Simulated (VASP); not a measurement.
**B6P7: single point with PBE**

B6P7:

```
CELL_PARAMETERS angstrom
7.01339 0.46436 0.04241
0.46436 7.26593 0.09426
0.04241 0.09426 7.18247
ATOMIC_POSITIONS crystal
P 0.88502 0.10768 0.32697
P 0.77044 0.51737 0.15659
P 0.72815 0.22614 0.63963
P 0.11866 0.10498 0.89578
P 0.75813 0.50468 0.84677
P 0.36989 0.83627 0.69994
P 0.27537 0.89173 0.30444
P 0.08811 0.62382 0.36599
P 0.86309 0.99630 0.75729
P 0.38831 0.35679 0.00748
P 0.17965 0.23376 0.56645
P 0.25133 0.60164 0.90480
P 0.48485 0.56014 0.33255
P 0.72043 0.84743 0.51108
B 0.56358 0.93397 0.81892
B 0.52943 0.79068 0.23034
B 0.49452 0.54063 0.79231
B 0.62942 0.25566 0.90198
B 0.54085 0.89835 0.04610
B 0.40041 0.11634 0.37045
B 0.01327 0.43469 0.15934
B 0.69729 0.94387 0.20301
B 0.58069 0.15548 0.23522
B 0.44523 0.10535 0.95924
B 0.15770 0.48783 0.57070
B 0.38847 0.53912 0.59138
```

```
Program             : VASP 6.6.1
Task                : single point
Functional          : PBE
Potentials or basis : VASP PAW PBE potentials, release 64 (P, B)
Cutoff              : 420 eV
k mesh              : 1 × 1 × 1, shifted
Occupations         : fermi-dirac, width 0.2482 eV
Spin                : no spin polarisation
```

* Pressure: 4.7 GPa
* Largest force: 3.474 eV/Å

Forces on the atoms (eV/Å):
```
P   -0.940 -0.655 -1.284
P   -1.645  0.270 -0.748
P   -0.825  2.584 -1.236
P    1.057  0.651 -0.594
P   -0.165 -0.810  0.437
P   -0.614 -0.344 -1.080
P   -0.531  1.666  0.290
P   -0.968 -0.066 -1.924
P    0.029 -3.124  1.520
P   -0.068 -1.204  2.296
P    0.187 -1.637 -0.142
P   -2.529  1.809 -0.720
P    0.072 -0.959 -0.586
P    0.774  0.713 -1.253
B    0.874  0.378  1.003
B   -0.265 -1.836  2.181
B    0.553 -0.128 -0.347
B   -0.593  0.427 -0.758
B    0.773  0.594 -1.686
B   -1.978  0.352  1.595
B    3.209  0.020  1.323
B    1.789 -0.472  1.871
B   -0.442  0.561 -1.248
B    0.392  0.575 -0.696
B    1.521  0.081  1.500
B    0.335  0.555  0.283
```

Stress tensor (GPa, compression positive):
```
 2.48 -5.94  0.23
-5.94  8.52 -7.60
 0.23 -7.60  2.98
```

Levels at points of the mesh, in eV from the Fermi level:
```tsv
k point	band 51	band 52	band 53	band 54	band 55	band 56	band 57	band 58
(0.25, 0.25, 0.25)	-0.32	-0.25	-0.18	-0.05	0.25	0.58	0.63	0.99
```

Wall time 60 s on 1 thread of Intel(R) Xeon(R) Platinum 8259CL CPU @ 2.50GHz (Skylake/Cascade Lake), on a shared host, peak memory 0.32 GiB.

Caveat: the atoms stand as in a frame of molecular dynamics.
